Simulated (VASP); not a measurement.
Al, 2 atoms in the cell. The structure is hexagonal, space group P6_3/mmc (No. 194). Conventional cell: a = 2.812 Å, b = 2.812 Å, c = 4.867 Å, α = 90.00°, β = 90.00°, γ = 120.00°. Al (site symmetry -6m2) has 12 Al at 2.81 to 2.93 Å within 3.7 Å. 

| Quantity | Value |
| --- | --- |
| Program | VASP 6.6.1 |
| Task | relaxation of cell and atoms |
| Functional | PBEsol |
| Potentials or basis | VASP PAW PBE potentials, release 64 (Al) |
| Cutoff | 600 eV |
| k mesh | 11 × 11 × 6 |
| Occupations | fermi-dirac, width 0.05 eV |
| Spin | no spin polarisation |
| Target pressure | 5 GPa |
| Dipole correction | no |
| Further INCAR settings | ALGO = Normal; EDIFF = 1e-07; IBRION = 2; EDIFFG = -0.005; NSW = 80; ISIF = 3 |

Potentials or basis: VASP PAW PBE potentials, release 64 (Al).

The run is started by

```bash
$ cat potpaw_PBE.64/Al/POTCAR > POTCAR
$ mpirun -np 1 vasp_std > vasp.out
```

Hardware: 1 thread of Intel(R) Xeon(R) Platinum 8259CL CPU @ 2.50GHz (Skylake/Cascade Lake), on a shared host.

Task: How long does it take, and how much memory?

Result: Run time: 58 s on 1 thread of Intel(R) Xeon(R) Platinum 8259CL CPU @ 2.50GHz (Skylake/Cascade Lake), with other jobs on the host, peak memory 0.16 GiB. Counts: scf iterations 43, k points 64, ion steps 7.
